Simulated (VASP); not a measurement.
# TlBr (Pm-3m) in VASP: notebook

TlBr is run at these levels: PBEsol; tasks: single point.

Program: VASP 6.6.1. These are calculated values, not measurements. Logs are shortened: lines on timing, memory, paths and dates and some standing lists are left out, and cuts for length are marked.

### 1 The cell of the first run

The structure is cubic, space group Pm-3m (No. 221). Conventional cell: a = 4.098 Å, b = 4.098 Å, c = 4.098 Å, α = 90.00°, β = 90.00°, γ = 90.00°. Tl (site symmetry m-3m) has 8 Br at 3.55 Å and 6 Tl at 4.10 Å within 4.7 Å. Within 4.7 Å of Br (site symmetry m-3m) lie 8 Tl at 3.55 Å and 6 Br at 4.10 Å.

### 2 Single point, PBEsol (functional PBEsol, strained)

Input file INCAR:

```
SYSTEM = TlBr
ALGO = Normal ; EDIFF = 1E-6
ENCUT = 500 ; GGA = PS
GGA_COMPAT = .False. ; ISIF = 2
ISMEAR = 0 ; LASPH = .True.
LCHARG = .False. ; LREAL = .False.
LWAVE = .False. ; NBANDS = 17
NELM = 120 ; PREC = Accurate
SIGMA = 0.02
```

Input file KPOINTS:

```
k-points
0
Gamma
  8 8 8
  0 0 0
```

Input file POSCAR:

```
TlBr
1.0
    4.0978737000      0.0000000000      0.0000000000
    0.0000000000      4.0978737000      0.0000000000
    0.0000000000      0.0000000000      4.0978737000
Tl Br
1 1
Direct
    0.0000000000      0.0000000000      0.0000000000
    0.5000000000      0.5000000000      0.5000000000
```

Potentials or basis: VASP PAW PBE potentials, release 64 (Tl_d, Br).

On the command line:

```sh
$ cat potpaw_PBE.64/Tl_d/POTCAR potpaw_PBE.64/Br/POTCAR > POTCAR
$ mpirun -np 1 vasp_std > vasp.out
```

OUTCAR:

```text
SYSTEM = TlBr
   EDIFF = 1E-6
   ENCUT = 500
   GGA = PS
   ISIF = 2
   ISMEAR = 0
   LASPH = .True.
   LREAL = .False.
   NELM = 120
   PREC = Accurate

 ion  position               nearest neighbor table
   1  0.000  0.000  0.000-
   2  0.500  0.500  0.500-

  LATTYP: Found a simple cubic cell.
 ALAT       =     4.0978737000

  Lattice vectors:

 A1 = (   4.0978737000,   0.0000000000,   0.0000000000)
 A2 = (   0.0000000000,   4.0978737000,   0.0000000000)
 A3 = (   0.0000000000,   0.0000000000,   4.0978737000)

Analysis of symmetry for initial positions (statically):
=====================================================================
 Subroutine PRICEL returns:
 Original cell was already a primitive cell.

 Routine SETGRP: Setting up the symmetry group for a
 simple cubic supercell.

 Subroutine GETGRP returns: Found 48 space group operations
 (whereof 48 operations were pure point group operations)
 out of a pool of 48 trial point group operations.

The static configuration has the point symmetry O_h .

Analysis of symmetry for dynamics (positions and initial velocities):
=====================================================================
 Subroutine PRICEL returns:
 Original cell was already a primitive cell.

 Routine SETGRP: Setting up the symmetry group for a
 simple cubic supercell.

 Subroutine GETGRP returns: Found 48 space group operations
 (whereof 48 operations were pure point group operations)
 out of a pool of 48 trial point group operations.

The dynamic configuration has the point symmetry O_h .

 Subroutine INISYM returns: Found 48 space group operations
 (whereof 48 operations are pure point group operations),
 and found     1 'primitive' translations

----------------------------------------------------------------------------------------

                                     Primitive cell

  volume of cell :      68.8138

  direct lattice vectors                    reciprocal lattice vectors
     4.097873700  0.000000000  0.000000000     0.244028995  0.000000000  0.000000000
     0.000000000  4.097873700  0.000000000     0.000000000  0.244028995  0.000000000
     0.000000000  0.000000000  4.097873700     0.000000000  0.000000000  0.244028995

  length of vectors
     4.097873700  4.097873700  4.097873700     0.244028995  0.244028995  0.244028995

  position of ions in fractional coordinates (direct lattice)
     0.000000000  0.000000000  0.000000000
     0.500000000  0.500000000  0.500000000

  ion indices of the primitive-cell ions
   primitive index   ion index
                 1           1
                 2           2

----------------------------------------------------------------------------------------

 KPOINTS: k-points

Automatic generation of k-mesh.
 Grid dimensions read from file:
 generate k-points for:    8    8    8

 Generating k-lattice:

  Cartesian coordinates                     Fractional coordinates (reciprocal lattice)
     0.030503624  0.000000000  0.000000000     0.125000000  0.000000000  0.000000000
     0.000000000  0.030503624  0.000000000     0.000000000  0.125000000  0.000000000
     0.000000000  0.000000000  0.030503624     0.000000000  0.000000000  0.125000000

  Length of vectors
     0.030503624  0.030503624  0.030503624

  Shift w.r.t. Gamma in fractional coordinates (k-lattice)
     0.000000000  0.000000000  0.000000000

 Subroutine IBZKPT returns following result:
 ===========================================

 Found     35 irreducible k-points:

 Following reciprocal coordinates:
            Coordinates               Weight
  0.000000  0.000000  0.000000      1.000000
  0.125000  0.000000  0.000000      6.000000
  0.250000  0.000000  0.000000      6.000000
  0.375000  0.000000  0.000000      6.000000
  0.500000  0.000000  0.000000      3.000000
  0.125000  0.125000  0.000000     12.000000
[... 16 lines left out ...]
  0.375000  0.375000  0.125000     24.000000
  0.500000  0.375000  0.125000     24.000000
 [... further k-points ...]
   k-points           NKPTS =     35   k-points in BZ     NKDIM =     35   number of bands    NBANDS=     17
   number of dos      NEDOS =    301   number of ions     NIONS =      2
   total plane-waves  NPLWV =  27000
   dimension x,y,z NGX =    30 NGY =   30 NGZ =   30
   dimension x,y,z NGXF=    60 NGYF=   60 NGZF=   60
   ions per type =               1   1
   NGX,Y,Z   is equivalent  to a cutoff of  12.17, 12.17, 12.17 a.u.
   NGXF,Y,Z  is equivalent  to a cutoff of  24.34, 24.34, 24.34 a.u.
 SYSTEM =  TlBr
   PREC   = accura    normal or accurate (medium, high low for compatibility)
   ISTART =      0    job   : 0-new  1-cont  2-samecut
   ICHARG =      2    charge: 1-file 2-atom 10-const
   ISPIN  =      1    spin polarized calculation?
   LNONCOLLINEAR =      F non collinear calculations
   LSORBIT =      F    spin-orbit coupling
   LASPH  =      T    aspherical Exc in radial PAW
   ENCUT  =  500.0 eV  36.75 Ry    6.06 a.u.   7.47  7.47  7.47*2*pi/ulx,y,z
   NELM   =    120;   NELMIN=  2; NELMDL= -5     # of ELM steps
   EDIFF  = 0.1E-05   stopping-criterion for ELM
   LREAL  =      F    real-space projection
   EDIFFG = 0.1E-04   stopping-criterion for IOM
   NSW    =      0    number of steps for IOM
   IBRION =     -1    ionic relax: 0-MD 1-quasi-New 2-CG
   NFREE  =      0    steps in history (QN), initial steepest desc. (CG)
   ISIF   =      2    stress and relaxation
   ISYM   =      2    0-nonsym 1-usesym 2-fastsym
   POTIM  = 0.5000    time-step for ionic-motion
   TEBEG  =    0.0;   TEEND  =   0.0 temperature during run
   PSTRESS=    0.0 pullay stress
   NELECT =      20.0000    total number of electrons
   NUPDOWN=      -1.0000    fix difference up-down
   EMIN   =  10.00;   EMAX   =-10.00  energy-range for DOS
   EFERMI =   0.00;   METHOD = LEGACY
   ISMEAR =     0;   SIGMA  =   0.02  broadening in eV -4-tet -1-fermi 0-gaus
   EFERMI_NEDOS =   21; number of points for ismear=-14 and -15
   IALGO  =     38    algorithm
   IMIX   =      4    mixing-type and parameters
     AMIX     =   0.40;   BMIX     =  1.00
     AMIX_MAG =   1.60;   BMIX_MAG =  1.00
  volume/ion in A,a.u.               =      34.41       232.19
  Fermi-wavevector in a.u.,A,eV,Ry     =   1.084409  2.049235 15.999660  1.175942
  Thomas-Fermi vector in A             =   2.220498
   LORBIT       =      0    0 simple, 1 ext, 2 COOP (PROOUT), +10 PAW based schemes
   GGA     = PS    functional components
   LHFCALC =     F    Hartree Fock is set to
   AEXX    =    0.0000 exact exchange contribution
   IVDW    =     0    specifies the selected vdW correction
   LEPSILON=     F    determine dielectric tensor
   LRPA    =     F    only Hartree local field effects (RPA)
 non-spin polarized calculation
 Gauss-broadening in eV      SIGMA  =   0.02
  energy-cutoff  :      500.00
  volume of cell :       68.81
 maximum number of plane-waves:      1775
 NGX is ok and might be reduce to    30
   NGX = 15   NGY = 15   NGZ = 15

 number of electron      19.9999991 magnetization

 Free energy of the ion-electron system (eV)
  ---------------------------------------------------
  ext. energy  EPLUGINS =         0.00000000
  ---------------------------------------------------
  free energy    TOTEN  =        -5.95010994 eV

  energy without entropy =       -5.95010994  energy(sigma->0) =       -5.95010994

 E-fermi :   1.4887     XC(G=0):  -8.7721

 val. band max:        1.3574085803   @ k =   0.5000   0.0000   0.0000
 cond. band min:       3.3102639605   @ k =   0.5000   0.0000   0.0000
 fundamental gap:      1.9528553802
 Fermi energy:         1.4886776056

 k-point     1 :       0.0000    0.0000    0.0000
  band No.  band energies     occupation
      1     -11.9098      2.00000
      2      -8.5501      2.00000
      3      -8.5501      2.00000
      4      -8.4117      2.00000
      5      -8.4117      2.00000
      6      -8.4117      2.00000
[... 9 lines left out ...]
     16      11.5955      0.00000
     17      14.6263      0.00000

 k-point     2 :       0.1250    0.0000    0.0000
  band No.  band energies     occupation
      1     -11.8847      2.00000
      2      -8.5490      2.00000
      3      -8.5348      2.00000
      4      -8.4183      2.00000
      5      -8.4183      2.00000
      6      -8.4112      2.00000
[... 9 lines left out ...]
     16      12.4798      0.00000
     17      14.3372      0.00000

 k-point     3 :       0.2500    0.0000    0.0000
  band No.  band energies     occupation
      1     -11.8228      2.00000
      2      -8.5464      2.00000
      3      -8.4983      2.00000
      4      -8.4340      2.00000
      5      -8.4340      2.00000
      6      -8.4098      2.00000
[... 9 lines left out ...]
     16      13.1957      0.00000
     17      13.9485      0.00000

 k-point     4 :       0.3750    0.0000    0.0000
  band No.  band energies     occupation
      1     -11.7586      2.00000
      2      -8.5438      2.00000
      3      -8.4627      2.00000
      4      -8.4495      2.00000
      5      -8.4495      2.00000
      6      -8.4084      2.00000
[... 9 lines left out ...]
     16      12.5087      0.00000
     17      14.7843      0.00000
[... 343 lines left out ...]
      1     -11.6697      2.00000
      2      -8.4947      2.00000
      3      -8.4662      2.00000
      4      -8.4342      2.00000
      5      -8.4318      2.00000
      6      -8.4152      2.00000
[... 9 lines left out ...]
     16      11.9831      0.00000
     17      13.9916      0.00000

 k-point    23 :       0.3750    0.3750    0.1250
  band No.  band energies     occupation
      1     -11.6512      2.00000
      2      -8.4833      2.00000
      3      -8.4580      2.00000
      4      -8.4490      2.00000
      5      -8.4285      2.00000
      6      -8.4012      2.00000
[... 9 lines left out ...]
     16      12.0986      0.00000
     17      13.1969      0.00000

 k-point    24 :       0.5000    0.3750    0.1250
  band No.  band energies     occupation
      1     -11.6349      2.00000
      2      -8.4795      2.00000
      3      -8.4602      2.00000
      4      -8.4483      2.00000
      5      -8.4310      2.00000
      6      -8.3872      2.00000
[... 9 lines left out ...]
     16      12.0655      0.00000
     17      13.4434      0.00000

 [... further k-points ...]

------------------------ aborting loop because EDIFF is reached ----------------------------------------

  FORCE on cell =-STRESS in cart. coord.  units (eV):
  Direction    XX          YY          ZZ          XY          YZ          ZX
  --------------------------------------------------------------------------------------
  -------------------------------------------------------------------------------------
  Total       -1.1234465     -1.1234465     -1.1234465      0.0000000      0.0000000     -0.0000000
  in kB      -26.1569612    -26.1569612    -26.1569612      0.0000000      0.0000000     -0.0000000
  external PRESSURE =     -26.1569612 kB  Pullay stress =       0.0000000 kB

 VOLUME and BASIS-vectors are now :
 -----------------------------------------------------------------------------
  energy-cutoff  :      500.00
  volume of cell :       68.81
      direct lattice vectors                 reciprocal lattice vectors
     4.097873700  0.000000000  0.000000000     0.244028995  0.000000000  0.000000000
     0.000000000  4.097873700  0.000000000     0.000000000  0.244028995  0.000000000
     0.000000000  0.000000000  4.097873700     0.000000000  0.000000000  0.244028995

 POSITION                                       TOTAL-FORCE (eV/Angst)
 -----------------------------------------------------------------------------------
      0.00000      0.00000      0.00000         0.000000      0.000000      0.000000
      2.04894      2.04894      2.04894         0.000000      0.000000      0.000000
 -----------------------------------------------------------------------------------
    total drift:                                0.000000     -0.000000     -0.000000

  FREE ENERGIE OF THE ION-ELECTRON SYSTEM (eV)
  ---------------------------------------------------
  free  energy   TOTEN  =        -5.9501099431 eV

  energy  without entropy=       -5.9501099431  energy(sigma->0) =       -5.95010994
```

Wall time 28 s (1 thread of Intel Xeon Platinum 8259CL at 2.50GHz (Skylake/Cascade Lake), shared host); peak memory 0.19 GiB.

What came out:

* Free energy: -5.9501 eV
* Pressure: -2.6 GPa
* Band gap on the k mesh: 1.95 eV, direct

Caveat: the cell differs from its parent crystal (functional PBEsol, strained); the PAW data sets were made with another functional, which shifts forces and pressure a little; spin-orbit coupling is left out, which moves the levels of the heavy elements.

### 3 Single point, PBEsol

Input file INCAR:

```
  PREC = Accurate
  ENCUT = 500
  EDIFF = 1E-6
  ISMEAR = 0
  SIGMA = 0.02
  LREAL = False
  LASPH = True
  NELM = 120
  ALGO = Normal
  ISIF = 2
  LWAVE = False
  LCHARG = False
  GGA = PS
  NBANDS = 17
  GGA_COMPAT = False
```

Input file KPOINTS:

```
Automatic mesh
0
Gamma
  8 8 8
```

POSCAR is that of step 2.

Potentials or basis: VASP PAW PBE potentials, release 64 (Tl_d, Br).

On the command line:

```sh
$ cat potpaw_PBE.64/Tl_d/POTCAR potpaw_PBE.64/Br/POTCAR > POTCAR
$ mpirun -np 1 vasp_std > vasp.out
```

It took 27 s on 1 thread of Intel Xeon Platinum 8259CL at 2.50GHz (Skylake/Cascade Lake), shared host; peak memory 0.19 GiB.

Results (log left out):

- Free energy: -5.9501 eV
- Pressure: -2.6 GPa
- Band gap on the k mesh: 1.95 eV, direct

Levels at points of the mesh, in eV from the valence-band top:
```
           k point  band 8  band 9  band 10  band 11  band 12  band 13
(0.00, 0.00, 0.00)   -0.95   -0.95    -0.95     6.88     6.88     6.88
(0.50, 0.00, 0.00)   -0.53   -0.53     0.00     1.95     5.71     5.71
(0.50, 0.50, 0.00)   -2.40   -2.40    -0.44     4.72     4.72     7.08
(0.50, 0.50, 0.50)   -1.52   -1.52    -1.52     2.37     2.37     2.37
```

Caveat: the PAW data sets were made with another functional, which shifts forces and pressure a little; spin-orbit coupling is left out, which moves the levels of the heavy elements.
